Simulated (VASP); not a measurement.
F: single point with PBEsol

F:

```
F
1.0
     3.39669   -1.80175   -0.26198
     3.39669    1.80175   -0.26198
    -2.59908    0.00000    7.23416
F
4
Direct
  0.08485 0.08485 0.09400
  0.91515 0.91515 0.90600
  0.50157 0.50157 0.59372
  0.49843 0.49843 0.40628
```

* Program: VASP 6.6.1
* Task: single point
* Functional: PBEsol
* Potentials or basis: VASP PAW PBE potentials, release 64 (F)
* Cutoff: 520 eV
* k mesh: 4 × 4 × 2
* Occupations: gaussian, width 0.05 eV
* Spin: no spin polarisation
* Dipole correction: no
* Further INCAR settings: ALGO = Normal; EDIFF = 1e-06; NBANDS = 22

* Pressure: -1.8 GPa
* Largest force: 0.732 eV/Å
* Band gap on the k mesh: 2.75 eV, indirect (least direct gap 2.82 eV)

Forces on the atoms (eV/Å):
```
F   -0.333  0.000 -0.645
F    0.333  0.000  0.645
F    0.249  0.000 -0.688
F   -0.249  0.000  0.688
```

Stress tensor (GPa, compression positive):
```
-1.19  0.00 -0.24
 0.00 -0.50  0.00
-0.24  0.00 -3.83
```

Levels at points of the mesh, in eV from the valence-band top:
```csv
k point,band 12,band 13,band 14,band 15,band 16,band 17
"(0.00, 0.00, 0.00)",-0.14,-0.11,-0.07,2.75,3.31,8.55
"(0.50, 0.00, 0.00)",-0.25,-0.25,-0.15,3.05,3.12,12.27
"(0.50, 0.50, 0.00)",-0.21,-0.14,0.00,3.02,3.10,12.32
"(0.00, 0.00, 0.50)",-0.17,-0.14,-0.08,2.98,3.04,9.38
"(0.50, 0.00, 0.50)",-0.29,-0.17,-0.06,2.94,3.22,12.19
"(0.50, 0.50, 0.50)",-0.19,-0.14,-0.07,3.04,3.11,11.85
```

It took 18 s on 1 thread of AMD EPYC 9R14 (Zen 4) (shared host), peak memory 0.18 GiB.

Caveat: the k points lie up to 0.50 Å⁻¹ apart; the PAW data sets were made with another functional, which shifts forces and pressure a little. Expect the measured gap to be larger: semilocal functionals such as PBEsol lack the derivative discontinuity.
